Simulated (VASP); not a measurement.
A run of VASP 6.6.1 is set up as follows.

Contents of INCAR:

```
SYSTEM = SrO
ALGO = Normal
EDIFF = 1E-7
ENCUT = 520
GGA = PS
ISIF = 2
ISMEAR = -1
LASPH = .TRUE.
LCHARG = .FALSE.
LREAL = .FALSE.
LWAVE = .FALSE.
NBANDS = 15
NELM = 60
PREC = Accurate
SIGMA = 0.05
```

KPOINTS

```
k-points
0
G
  9 9 9
  0 0 0
```

Contents of POSCAR:

```
SrO
1.0
    0.0000000000      2.6166323862      2.6166323862
    2.6166323862      0.0000000000      2.6166323862
    2.6166323862      2.6166323862      0.0000000000
Sr O
1 1
Direct
    0.5000000000      0.5000000000      0.5000000000
    0.0000000000      0.0000000000      0.0000000000
```

Potentials or basis: VASP PAW PBE potentials, release 64 (Sr_sv, O).

The run is started by

```console
$ cat potpaw_PBE.64/Sr_sv/POTCAR potpaw_PBE.64/O/POTCAR > POTCAR
$ mpirun -np 1 vasp_std > vasp.out
```

(1) What does it give for the band gap on the k mesh?

(2) What does it give for the pressure?

Answers

(1) 3.24 eV, indirect (least direct gap 3.37 eV).

(2) -4.7 GPa.

Caveat: the PAW data sets were made with another functional, which shifts forces and pressure a little.
